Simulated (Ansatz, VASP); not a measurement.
**Mo: VASP beside Ansatz**

```
Mo
1.0
    -1.55618    1.55618    1.55618
     1.55618   -1.55618    1.55618
     1.55618    1.55618   -1.55618
Mo
1
Direct
  0.00000 0.00000 0.00000
```

Alike in both runs: functional LDA; k mesh 8 × 8 × 8; occupations gaussian, width 0.1 eV; no spin polarisation.

Ansatz relaxed the structure, and its values are those at the end. VASP's run is a single point on that final structure, the one shown.

|  | VASP | Ansatz |
| --- | --- | --- |
| version | VASP 6.6.1 | Ansatz 0.2.0 |
| potentials or method | VASP PAW LDA potentials, release 64 (Mo_sv), cutoff 520 eV | scalar-relativistic, plane waves, PAW |
| valence electrons in the cell | 14 | 14 |

```tsv
	VASP	Ansatz	Ansatz less VASP
gap on the k mesh at the Fermi level (eV)	none	none	-
pressure (GPa)	1.3	0.2	-1.11
```

Ansatz warns that its potentials were made for another functional, while VASP's fit it. LDA's correlation is that of Perdew and Zunger in VASP and of Perdew and Wang (1992) in Ansatz. A gap of «none» marks a metal or a gap that the smearing closes.
